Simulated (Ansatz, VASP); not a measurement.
## Te in VASP and in Ansatz

```
Te
1.0
     4.91376    0.00000    0.00000
    -2.45688    4.25544    0.00000
     0.00000    0.00000    6.53024
Te
2
Direct
  0.33333 0.66667 0.56125
  0.66667 0.33333 0.43875
```

Alike in both runs: functional PBE; k mesh 6 × 6 × 4; occupations gaussian, width 0.1 eV; no spin polarisation.

Ansatz relaxed the structure, and its values are those at the end. VASP's run is a single point on that final structure, the one shown.

|  | VASP | Ansatz |
| --- | --- | --- |
| version | VASP 6.6.1 | Ansatz 0.2.0 |
| potentials or method | VASP PAW PBE potentials, release 64 (Te), cutoff 520 eV | scalar-relativistic, plane waves, PAW |
| valence electrons in the cell | 12 | 32 |

Ansatz gave:

```
gap on the k mesh at the Fermi level (eV) : none
pressure (GPa)                            : 0.2
rms of the force components (eV/Å)        : 0.012
```

Which values does VASP return?

gap on the k mesh at the Fermi level (eV): none; pressure (GPa): 0.1; rms of the force components (eV/Å): 0.014.

A gap of «none» marks a metal or a gap that the smearing closes. VASP's potentials hold 12 valence electrons a cell and Ansatz's 32, so a difference there can come from the potentials and not from the codes.

Spin-orbit coupling is off throughout.
